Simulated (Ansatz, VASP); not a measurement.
# One calculation of Si3N4, two programs

POSCAR

```
Si3N4
1.0
    7.6015000000      0.0000000000      0.0000000000
   -3.8007500000      6.5830921069      0.0000000000
    0.0000000000      0.0000000000      2.9061000000
Si N
6 8
Direct
    0.7679630651      0.1740808067      0.2500000000
    0.5938822584      0.7679630651      0.7500000000
    0.8259191933      0.5938822584      0.2500000000
    0.2320369349      0.8259191933      0.7500000000
    0.4061177416      0.2320369349      0.2500000000
    0.1740808067      0.4061177416      0.7500000000
    0.0299560718      0.3298971717      0.2500000000
    0.7000589001      0.0299560718      0.7500000000
    0.6701028283      0.7000589001      0.2500000000
    0.9700439282      0.6701028283      0.7500000000
    0.2999410999      0.9700439282      0.2500000000
    0.3298971717      0.2999410999      0.7500000000
    0.6666666667      0.3333333333      0.2500000000
    0.3333333333      0.6666666667      0.7500000000
```

The input INCAR.step1:

```
SYSTEM = Si3N4
PREC = Accurate ; ENCUT = 520
ISMEAR = -1 ; SIGMA = 0.02
LREAL = .FALSE. ; LASPH = .TRUE.
NELM = 60 ; NBANDS = 45
GGA = PE ; ALGO = Normal
EDIFF = 1E-4 ; LWAVE = .TRUE.
LCHARG = .FALSE.
```

File INCAR.step2:

```
SYSTEM = Si3N4
PREC = Accurate ; ENCUT = 520
EDIFF = 1E-8 ; ISMEAR = -1
SIGMA = 0.02 ; LREAL = .FALSE.
LASPH = .TRUE. ; NELM = 60
ALGO = Normal ; ISIF = 2
LWAVE = .FALSE. ; LCHARG = .FALSE.
METAGGA = R2SCAN ; LMIXTAU = .TRUE.
LEFG = .TRUE. ; NBANDS = 45
ISTART = 1
```

KPOINTS

```
Automatic mesh
0
G
  4 4 10
  0 0 0
```

Input for Ansatz:

```yaml
crystal:
  lattice:
    - [7.6015, 0.0, 0.0]
    - [-3.80075, 6.5830921069, 0.0]
    - [0.0, 0.0, 2.9061]
  atoms:
    - { symbol: Si, position: [0.7679630651, 0.1740808067, 0.25] }
    - { symbol: Si, position: [0.5938822584, 0.7679630651, 0.75] }
    - { symbol: Si, position: [0.8259191933, 0.5938822584, 0.25] }
    - { symbol: Si, position: [0.2320369349, 0.8259191933, 0.75] }
    - { symbol: Si, position: [0.4061177416, 0.2320369349, 0.25] }
    - { symbol: Si, position: [0.1740808067, 0.4061177416, 0.75] }
    - { symbol: "N", position: [0.0299560718, 0.3298971717, 0.25] }
    - { symbol: "N", position: [0.7000589001, 0.0299560718, 0.75] }
    - { symbol: "N", position: [0.6701028283, 0.7000589001, 0.25] }
    - { symbol: "N", position: [0.9700439282, 0.6701028283, 0.75] }
    - { symbol: "N", position: [0.2999410999, 0.9700439282, 0.25] }
    - { symbol: "N", position: [0.3298971717, 0.2999410999, 0.75] }
    - { symbol: "N", position: [0.6666666667, 0.3333333333, 0.25] }
    - { symbol: "N", position: [0.3333333333, 0.6666666667, 0.75] }
kpoints:
  mp_grid: { grid: [4, 4, 10] }
scf:
  occupations: { method: fermi_dirac, width: 0.02 }
hamiltonian:
  xc: r2scan
  pseudopotentials: { kind: paw, frozen_core: stored }
output:
  forces: true
  stress: true
  populations: true
  efg: { quadrupole_moments_barn: { "N": 0.02044 } }
```

Alike in both runs: task electric field gradients; functional r2SCAN; k mesh 4 × 4 × 10; occupations fermi-dirac, width 0.02 eV; no spin polarisation.

```csv
,VASP,Ansatz
version,VASP 6.6.1,Ansatz 0.2.0
potentials or method,"VASP PAW PBE potentials, release 64 (Si, N)","plane-wave PAW, scalar-relativistic"
plane-wave cutoff (eV),520,500
valence electrons in the cell,64,64
```

Ansatz gave:

```
gap on the k mesh at the Fermi level (eV)                     : 4.99
pressure (GPa)                                                : -0.3
traceless stress, the component that is largest in VASP (GPa) : -0.27
rms of the force components (eV/Å)                            : 0.020
size of Vzz on the site where it differs most (V/Å²)          : 51.8
```

**Question.** Estimate VASP's values.

**Answer.** gap on the k mesh at the Fermi level (eV): 4.99; pressure (GPa): -0.1; traceless stress, the component that is largest in VASP (GPa): -0.28; rms of the force components (eV/Å): 0.018; size of Vzz on the site where it differs most (V/Å²): 46.3.

VASP's potentials were made for PBE, not for r2SCAN. Atom by atom the forces differ by 0.001 eV/Å (rms over components). With one functional, cell and mesh, what is left measures potentials, basis and numerics.
